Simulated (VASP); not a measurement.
# In (P6_3/mmc) in VASP: notebook

In is run at these levels: PBE+D3(BJ), PBE+D4, PBE; tasks: single point, relaxation of cell and atoms.

Everything below comes from runs of VASP 6.6.1. Logs are shortened: lines on timing, memory, paths and dates and some standing lists are left out, and cuts for length are marked.

## Step 1: The cell of the first run

It takes space group P6_3/mmc (No. 194, hexagonal). The conventional cell has a = 3.335 Å, b = 3.335 Å, c = 5.509 Å, α = 90.00°, β = 90.00°, γ = 120.00°. In (site symmetry -6m2) has 12 In at 3.34 to 3.36 Å within 4.4 Å.

## Step 2: Single point, PBE+D3(BJ)

File INCAR:

```
SYSTEM = In
PREC     = Accurate       ! precision mode
ENCUT    = 520            ! plane-wave cutoff, eV
EDIFF    = 1E-7           ! SCF threshold, eV
ISMEAR   = -1             ! smearing method
SIGMA    = 0.05           ! smearing width, eV
LREAL    = .FALSE.        ! projectors in reciprocal space
LASPH    = .TRUE.         ! aspherical terms in the spheres
NELM     = 60             ! most SCF steps
ALGO     = Fast           ! electronic algorithm
ISIF     = 2              ! what is computed and relaxed
LWAVE    = .FALSE.        ! write WAVECAR
LCHARG   = .FALSE.        ! write CHGCAR
GGA      = PE             ! functional
IVDW     = 12             ! dispersion correction
NBANDS   = 20             ! bands
```

File KPOINTS:

```
Automatic mesh
0
G
  9 9 5
  0 0 0
```

File POSCAR:

```
In
1.0
    3.3354847820      0.0000000000      0.0000000000
   -1.6677423910      2.8886145552      0.0000000000
    0.0000000000      0.0000000000      5.5091429200
In
2
Direct
    0.6666666667      0.3333333333      0.7500000000
    0.3333333333      0.6666666667      0.2500000000
```

Potentials or basis: VASP PAW PBE potentials, release 64 (In_d).

Started as:

```sh
$ cat potpaw_PBE.64/In_d/POTCAR > POTCAR
$ mpirun -np 1 vasp_std > vasp.out
```

OUTCAR:

```text
SYSTEM = In
   PREC = Accurate
   ENCUT = 520
   EDIFF = 1E-7
   ISMEAR = -1
   LREAL = .FALSE.
   LASPH = .TRUE.
   NELM = 60
   ISIF = 2
   GGA = PE
   IVDW = 12
 IVDW          = 12

 ion  position               nearest neighbor table
   1  0.667  0.333  0.750-   2 3.36   2 3.36   2 3.36   2 3.36   2 3.36   2 3.36
   2  0.333  0.667  0.250-   1 3.36   1 3.36   1 3.36   1 3.36   1 3.36   1 3.36

  LATTYP: Found a hexagonal cell.
 ALAT       =     3.3354847820
 C/A-ratio  =     1.6516768266

  Lattice vectors:

 A1 = (   3.3354847820,   0.0000000000,   0.0000000000)
 A2 = (  -1.6677423910,   2.8886145552,   0.0000000000)
 A3 = (   0.0000000000,   0.0000000000,   5.5091429200)

Analysis of symmetry for initial positions (statically):
=====================================================================
 Subroutine PRICEL returns:
 Original cell was already a primitive cell.

 Routine SETGRP: Setting up the symmetry group for a
 hexagonal supercell.

 Subroutine GETGRP returns: Found 24 space group operations
 (whereof 12 operations were pure point group operations)
 out of a pool of 24 trial point group operations.

The static configuration has the point symmetry D_3d.
 The point group associated with its full space group is D_6h.

Analysis of symmetry for dynamics (positions and initial velocities):
=====================================================================
 Subroutine PRICEL returns:
 Original cell was already a primitive cell.

 Routine SETGRP: Setting up the symmetry group for a
 hexagonal supercell.

 Subroutine GETGRP returns: Found 24 space group operations
 (whereof 12 operations were pure point group operations)
 out of a pool of 24 trial point group operations.

The dynamic configuration has the point symmetry D_3d.
 The point group associated with its full space group is D_6h.

 Subroutine INISYM returns: Found 24 space group operations
 (whereof 12 operations are pure point group operations),
 and found     1 'primitive' translations

----------------------------------------------------------------------------------------

                                     Primitive cell

  volume of cell :      53.0802

  direct lattice vectors                    reciprocal lattice vectors
     3.335484782  0.000000000  0.000000000     0.299806495  0.173093360  0.000000000
    -1.667742391  2.888614555  0.000000000     0.000000000  0.346186721  0.000000000
     0.000000000  0.000000000  5.509142920     0.000000000  0.000000000  0.181516438

  length of vectors
     3.335484782  3.335484782  5.509142920     0.346186721  0.346186721  0.181516438

  position of ions in fractional coordinates (direct lattice)
     0.666666667  0.333333333  0.750000000
     0.333333333  0.666666667  0.250000000

  ion indices of the primitive-cell ions
   primitive index   ion index
                 1           1
                 2           2

----------------------------------------------------------------------------------------

 KPOINTS: Automatic mesh

Automatic generation of k-mesh.
 Grid dimensions read from file:
 generate k-points for:    9    9    5

 Generating k-lattice:

  Cartesian coordinates                     Fractional coordinates (reciprocal lattice)
     0.033311833  0.019232596  0.000000000     0.111111111  0.000000000  0.000000000
     0.000000000  0.038465191  0.000000000     0.000000000  0.111111111  0.000000000
     0.000000000  0.000000000  0.036303288     0.000000000  0.000000000  0.200000000

  Length of vectors
     0.038465191  0.038465191  0.036303288

  Shift w.r.t. Gamma in fractional coordinates (k-lattice)
     0.000000000  0.000000000  0.000000000

 Subroutine IBZKPT returns following result:
 ===========================================

 Found     36 irreducible k-points:

 Following reciprocal coordinates:
            Coordinates               Weight
  0.000000  0.000000  0.000000      1.000000
  0.111111  0.000000  0.000000      6.000000
  0.222222  0.000000  0.000000      6.000000
  0.333333  0.000000  0.000000      6.000000
  0.444444  0.000000  0.000000      6.000000
  0.111111  0.111111  0.000000      6.000000
[... 16 lines left out ...]
  0.333333  0.222222  0.200000     24.000000
  0.333333  0.333333  0.200000      4.000000
 [... further k-points ...]
   k-points           NKPTS =     36   k-points in BZ     NKDIM =     36   number of bands    NBANDS=     20
   number of dos      NEDOS =    301   number of ions     NIONS =      2
   total plane-waves  NPLWV =  32928
   dimension x,y,z NGX =    28 NGY =   28 NGZ =   42
   dimension x,y,z NGXF=    56 NGYF=   56 NGZF=   84
   ions per type =               2
   NGX,Y,Z   is equivalent  to a cutoff of  13.96, 13.96, 12.67 a.u.
   NGXF,Y,Z  is equivalent  to a cutoff of  27.91, 27.91, 25.35 a.u.
 SYSTEM =  In
   PREC   = accura    normal or accurate (medium, high low for compatibility)
   ISTART =      0    job   : 0-new  1-cont  2-samecut
   ICHARG =      2    charge: 1-file 2-atom 10-const
   ISPIN  =      1    spin polarized calculation?
   LNONCOLLINEAR =      F non collinear calculations
   LSORBIT =      F    spin-orbit coupling
   LASPH  =      T    aspherical Exc in radial PAW
   ENCUT  =  520.0 eV  38.22 Ry    6.18 a.u.   6.20  6.20 10.24*2*pi/ulx,y,z
   NELM   =     60;   NELMIN=  2; NELMDL= -5     # of ELM steps
   EDIFF  = 0.1E-06   stopping-criterion for ELM
   LREAL  =      F    real-space projection
   EDIFFG = 0.1E-05   stopping-criterion for IOM
   NSW    =      0    number of steps for IOM
   IBRION =     -1    ionic relax: 0-MD 1-quasi-New 2-CG
   NFREE  =      0    steps in history (QN), initial steepest desc. (CG)
   ISIF   =      2    stress and relaxation
   ISYM   =      2    0-nonsym 1-usesym 2-fastsym
   POTIM  = 0.5000    time-step for ionic-motion
   TEBEG  =    0.0;   TEEND  =   0.0 temperature during run
   PSTRESS=    0.0 pullay stress
   NELECT =      26.0000    total number of electrons
   NUPDOWN=      -1.0000    fix difference up-down
   EMIN   =  10.00;   EMAX   =-10.00  energy-range for DOS
   EFERMI =   0.00;   METHOD = LEGACY
   ISMEAR =    -1;   SIGMA  =   0.05  broadening in eV -4-tet -1-fermi 0-gaus
   EFERMI_NEDOS =   21; number of points for ismear=-14 and -15
   IALGO  =     68    algorithm
   IMIX   =      4    mixing-type and parameters
     AMIX     =   0.40;   BMIX     =  1.00
     AMIX_MAG =   1.60;   BMIX_MAG =  1.00
  volume/ion in A,a.u.               =      26.54       179.10
  Fermi-wavevector in a.u.,A,eV,Ry     =   1.290491  2.438675 22.658704  1.665368
  Thomas-Fermi vector in A             =   2.422320
   LORBIT       =      0    0 simple, 1 ext, 2 COOP (PROOUT), +10 PAW based schemes
   GGA     = PE    functional components
   LHFCALC =     F    Hartree Fock is set to
   AEXX    =    0.0000 exact exchange contribution
   IVDW    =    12    specifies the selected vdW correction
   LEPSILON=     F    determine dielectric tensor
   LRPA    =     F    only Hartree local field effects (RPA)
 non-spin polarized calculation
 RMM-DIIS sequential band-by-band and
  energy-cutoff  :      520.00
  volume of cell :       53.08
 maximum number of plane-waves:      1446
 NGX is ok and might be reduce to    28
   NGX = 13   NGY = 13   NGZ = 21

 number of electron      26.0000008 magnetization

 Free energy of the ion-electron system (eV)
  ---------------------------------------------------
  ext. energy  EPLUGINS =         0.00000000
  ---------------------------------------------------
  free energy    TOTEN  =        -5.08135386 eV

  energy without entropy =       -5.06770685  energy(sigma->0) =       -5.07453036

 E-fermi :   7.4213     XC(G=0): -10.1872

 val. band max:        7.3993740848   @ k =   0.3333   0.2222   0.2000
 cond. band min:       7.4927531218   @ k =   0.4444   0.0000   0.2000
 fundamental gap:      0.0933790371
 Fermi energy:         7.4213453765

 k-point     1 :       0.0000    0.0000    0.0000
  band No.  band energies     occupation
      1      -7.3221      2.00000
      2      -7.2673      2.00000
      3      -7.2413      2.00000
      4      -7.2413      2.00000
      5      -7.2148      2.00000
      6      -7.2148      2.00000
[... 12 lines left out ...]
     19      18.2502      0.00000
     20      18.7313      0.00000

 k-point     2 :       0.1111    0.0000    0.0000
  band No.  band energies     occupation
      1      -7.3144      2.00000
      2      -7.2717      2.00000
      3      -7.2249      2.00000
      4      -7.2074      2.00000
      5      -7.2054      2.00000
      6      -7.1825      2.00000
[... 12 lines left out ...]
     19      18.1398      0.00000
     20      19.4395      0.00000

 k-point     3 :       0.2222    0.0000    0.0000
  band No.  band energies     occupation
      1      -7.3565      2.00000
      2      -7.2508      2.00000
      3      -7.2146      2.00000
      4      -7.2108      2.00000
      5      -7.1855      2.00000
      6      -7.1289      2.00000
[... 12 lines left out ...]
     19      17.3917      0.00000
     20      18.7927      0.00000

 k-point     4 :       0.3333    0.0000    0.0000
  band No.  band energies     occupation
      1      -7.4120      2.00000
      2      -7.2850      2.00000
      3      -7.2765      2.00000
      4      -7.2169      2.00000
      5      -7.1502      2.00000
      6      -7.1004      2.00000
[... 12 lines left out ...]
     19      16.3458      0.00000
     20      18.0667      0.00000

 k-point     5 :       0.4444    0.0000    0.0000
  band No.  band energies     occupation
      1      -7.4476      2.00000
      2      -7.3340      2.00000
      3      -7.2977      2.00000
      4      -7.2362      2.00000
      5      -7.1287      2.00000
      6      -7.1108      2.00000
[... 12 lines left out ...]
     19      15.7492      0.00000
     20      17.6026      0.00000
[... 353 lines left out ...]
      6      -7.0617      2.00000
[... 12 lines left out ...]
     19      16.9640      0.00000
     20      17.0058      0.00000

 k-point    22 :       0.2222    0.2222    0.2000
  band No.  band energies     occupation
      1      -7.3217      2.00000
      2      -7.2853      2.00000
      3      -7.2573      2.00000
      4      -7.2493      2.00000
      5      -7.1635      2.00000
      6      -7.1068      2.00000
[... 12 lines left out ...]
     19      16.0487      0.00000
     20      18.9047      0.00000

 k-point    23 :       0.3333    0.2222    0.2000
  band No.  band energies     occupation
      1      -7.3362      2.00000
      2      -7.3030      2.00000
      3      -7.2515      2.00000
      4      -7.2106      2.00000
      5      -7.1782      2.00000
      6      -7.0870      2.00000
[... 12 lines left out ...]
     19      15.2024      0.00000
     20      20.1466      0.00000

 k-point    24 :       0.3333    0.3333    0.2000
  band No.  band energies     occupation
      1      -7.3330      2.00000
      2      -7.2586      2.00000
      3      -7.2586      2.00000
      4      -7.1436      2.00000
      5      -7.1436      2.00000
      6      -7.1424      2.00000
[... 12 lines left out ...]
     19      14.0663      0.00000
     20      21.7748      0.00000

 [... further k-points ...]

------------------------ aborting loop because EDIFF is reached ----------------------------------------

 Edisp (eV)   -0.66634

 E8    (eV) :    -0.3326

  FORCE on cell =-STRESS in cart. coord.  units (eV):
  Direction    XX          YY          ZZ          XY          YZ          ZX
  --------------------------------------------------------------------------------------
  -------------------------------------------------------------------------------------
  Total      -0.17656    -0.17656    -0.28527     0.00000     0.00000     0.00000
  in kB      -5.32921    -5.32921    -8.61058     0.00000     0.00000     0.00000
  external pressure =       -6.42 kB  Pullay stress =        0.00 kB

 VOLUME and BASIS-vectors are now :
 -----------------------------------------------------------------------------
  energy-cutoff  :      520.00
  volume of cell :       53.08
      direct lattice vectors                 reciprocal lattice vectors
     3.335484782  0.000000000  0.000000000     0.299806495  0.173093360  0.000000000
    -1.667742391  2.888614555  0.000000000     0.000000000  0.346186721  0.000000000
     0.000000000  0.000000000  5.509142920     0.000000000  0.000000000  0.181516438

 POSITION                                       TOTAL-FORCE (eV/Angst)
 -----------------------------------------------------------------------------------
      1.66774      0.96287      4.13186         0.000000      0.000000      0.000000
     -0.00000      1.92574      1.37729        -0.000000     -0.000000      0.000000
 -----------------------------------------------------------------------------------
    total drift:                                0.000000     -0.000000      0.000000

  FREE ENERGIE OF THE ION-ELECTRON SYSTEM (eV)
  ---------------------------------------------------
  free  energy   TOTEN  =        -5.7476916050 eV

  energy  without entropy=       -5.7340445918  energy(sigma->0) =       -5.74086810
```

It took 30 s on 1 thread of Intel Xeon 6975P-C (Granite Rapids), shared host; peak memory 0.19 GiB.

Results:

- Free energy: -5.7477 eV
- Pressure: -0.6 GPa
- Band gap on the k mesh: zero (band 13 reaches 9.51 eV, above the bottom of band 14 at 5.50 eV)
- Dispersion energy per atom: -0.333 eV

Stress tensor (GPa, compression positive):
```
-0.53  0.00  0.00
 0.00 -0.53  0.00
 0.00  0.00 -0.86
```

Caveat: three body term missing; spin-orbit coupling is left out, which moves the levels of the heavy elements; pairwise dispersion overbinds metals, which lowers pressure and volume.

## Step 3: Single point, PBE+D4

This run uses another cell than the first one, of 26.11 Å³/atom, 0.984 times its volume.

File INCAR:

```
SYSTEM = In
ALGO = Fast
EDIFF = 1E-6
ENCUT = 520
GGA = PE
ISIF = 2
ISMEAR = -1
IVDW = 13
LASPH = .TRUE.
LCHARG = .FALSE.
LREAL = .FALSE.
LWAVE = .FALSE.
NBANDS = 20
NELM = 80
PREC = Accurate
SIGMA = 0.05
```

File KPOINTS:

```
k-points
0
G
  9 9 5
  0 0 0
```

File POSCAR:

```
In
1.0
    3.3297933570      0.0000000000      0.0000000000
   -1.6648966785      2.8836856365      0.0000000000
    0.0000000000      0.0000000000      5.4384807156
In
2
Direct
    0.6666666667      0.3333333333      0.7500000000
    0.3333333333      0.6666666667      0.2500000000
```

Potentials or basis: VASP PAW PBE potentials, release 64 (In_d).

Started as:

```sh
$ cat potpaw_PBE.64/In_d/POTCAR > POTCAR
$ mpirun -np 1 vasp_std > vasp.out
```

OUTCAR:

```text
SYSTEM = In
   EDIFF = 1E-6
   ENCUT = 520
   GGA = PE
   ISIF = 2
   ISMEAR = -1
   IVDW = 13
   LASPH = .TRUE.
   LREAL = .FALSE.
   NELM = 80
   PREC = Accurate

 ion  position               nearest neighbor table
   1  0.667  0.333  0.750-   2 3.33   2 3.33   2 3.33   2 3.33   2 3.33   2 3.33
   2  0.333  0.667  0.250-   1 3.33   1 3.33   1 3.33   1 3.33   1 3.33   1 3.33

  LATTYP: Found a hexagonal cell.
 ALAT       =     3.3297933570
 C/A-ratio  =     1.6332787451

  Lattice vectors:

 A1 = (   3.3297933570,   0.0000000000,   0.0000000000)
 A2 = (  -1.6648966785,   2.8836856365,   0.0000000000)
 A3 = (   0.0000000000,   0.0000000000,   5.4384807156)

Analysis of symmetry for initial positions (statically):
=====================================================================
 Subroutine PRICEL returns:
 Original cell was already a primitive cell.

 Routine SETGRP: Setting up the symmetry group for a
 hexagonal supercell.

 Subroutine GETGRP returns: Found 24 space group operations
 (whereof 12 operations were pure point group operations)
 out of a pool of 24 trial point group operations.

The static configuration has the point symmetry D_3d.
[... 161 lines left out ...]

  energy without entropy =       -5.06180467  energy(sigma->0) =       -5.06692914

 E-fermi :   7.5947     XC(G=0): -10.2652

 val. band max:        7.5372039955   @ k =   0.3333   0.2222   0.2000
 cond. band min:       7.6644927516   @ k =   0.3333   0.1111   0.4000
 fundamental gap:      0.1272887561
 Fermi energy:         7.5946748593

 k-point     1 :       0.0000    0.0000    0.0000
  band No.  band energies     occupation
      1      -7.1630      2.00000
      2      -7.0953      2.00000
      3      -7.0739      2.00000
      4      -7.0739      2.00000
      5      -7.0448      2.00000
      6      -7.0448      2.00000
[... 541 lines left out ...]
     19      14.3418      0.00000
     20      22.2571      0.00000

 [... further k-points ...]

------------------------ aborting loop because EDIFF is reached ----------------------------------------

  DFT-D4 for vdW energy calculation

  Edisp (eV):   -0.71624

  FORCE on cell =-STRESS in cart. coord.  units (eV):
  Direction    XX          YY          ZZ          XY          YZ          ZX
  --------------------------------------------------------------------------------------
  -------------------------------------------------------------------------------------
  Total       0.01673     0.01673     0.01491     0.00000     0.00000     0.00000
  in kB       0.51333     0.51333     0.45750     0.00000     0.00000     0.00000
  external pressure =        0.49 kB  Pullay stress =        0.00 kB

 VOLUME and BASIS-vectors are now :
 -----------------------------------------------------------------------------
  energy-cutoff  :      520.00
  volume of cell :       52.22
      direct lattice vectors                 reciprocal lattice vectors
     3.329793357  0.000000000  0.000000000     0.300318937  0.173389219  0.000000000
    -1.664896678  2.883685637  0.000000000     0.000000000  0.346778438  0.000000000
     0.000000000  0.000000000  5.438480716     0.000000000  0.000000000  0.183874882

 POSITION                                       TOTAL-FORCE (eV/Angst)
 -----------------------------------------------------------------------------------
      1.66490      0.96123      4.07886         0.000000     -0.000000      0.000000
     -0.00000      1.92246      1.35962        -0.000000      0.000000      0.000000
 -----------------------------------------------------------------------------------
    total drift:                               -0.000000      0.000000      0.000000

  FREE ENERGIE OF THE ION-ELECTRON SYSTEM (eV)
  ---------------------------------------------------
  free  energy   TOTEN  =        -5.7882942170 eV

  energy  without entropy=       -5.7780452709  energy(sigma->0) =       -5.78316974
```

OSZICAR:

```text
N       E                     dE             d eps       ncg     rms          rms(c)
DAV:   1     0.212241965006E+03    0.21224E+03   -0.13200E+04  1440   0.184E+03
DAV:   2     0.104032296764E+02   -0.20184E+03   -0.19845E+03  1448   0.374E+02
DAV:   3    -0.468123937545E+01   -0.15084E+02   -0.14986E+02  1712   0.118E+02
DAV:   4    -0.510625685034E+01   -0.42502E+00   -0.42481E+00  1768   0.215E+01
DAV:   5    -0.512893679913E+01   -0.22680E-01   -0.22679E-01  2092   0.415E+00    0.334E+00
RMM:   6    -0.508170971981E+01    0.47227E-01   -0.76989E-02  1699   0.367E+00    0.175E+00
RMM:   7    -0.507220124560E+01    0.95085E-02   -0.33140E-02  1631   0.196E+00    0.310E-01
RMM:   8    -0.507184096326E+01    0.36028E-03   -0.45515E-03  1915   0.105E+00    0.953E-02
RMM:   9    -0.507200730581E+01   -0.16634E-03   -0.17342E-03  2085   0.372E-01    0.461E-02
RMM:  10    -0.507202852036E+01   -0.21215E-04   -0.54270E-04  1881   0.379E-01    0.112E-02
RMM:  11    -0.507204924732E+01   -0.20727E-04   -0.26402E-04  2375   0.141E-01    0.204E-02
RMM:  12    -0.507205407326E+01   -0.48259E-05   -0.38135E-05  2201   0.519E-02    0.430E-02
RMM:  13    -0.507205361471E+01    0.45855E-06   -0.55981E-06  1153   0.207E-02
   1 F= -.57882942E+01 E0= -.57831697E+01  d E =-.102489E-01
```

It took 23 s on 1 thread of Intel Xeon 6975P-C (Granite Rapids), shared host; peak memory 0.18 GiB.

What came out:

- Free energy: -5.7883 eV
- Pressure: 0.0 GPa
- Band gap on the k mesh: zero (band 13 reaches 9.84 eV, above the bottom of band 14 at 5.66 eV)
- Dispersion energy per atom: -0.358 eV

Levels at points of the mesh, in eV from the Fermi level:
```csv
k point,band 11,band 12,band 13,band 14,band 15,band 16
"(0.00, 0.00, 0.00)",-9.61,-4.38,-3.43,8.30,8.30,10.16
```

Caveat: spin-orbit coupling is left out, which moves the levels of the heavy elements; pairwise dispersion overbinds metals, which lowers pressure and volume.

[end of part 1 of 2]
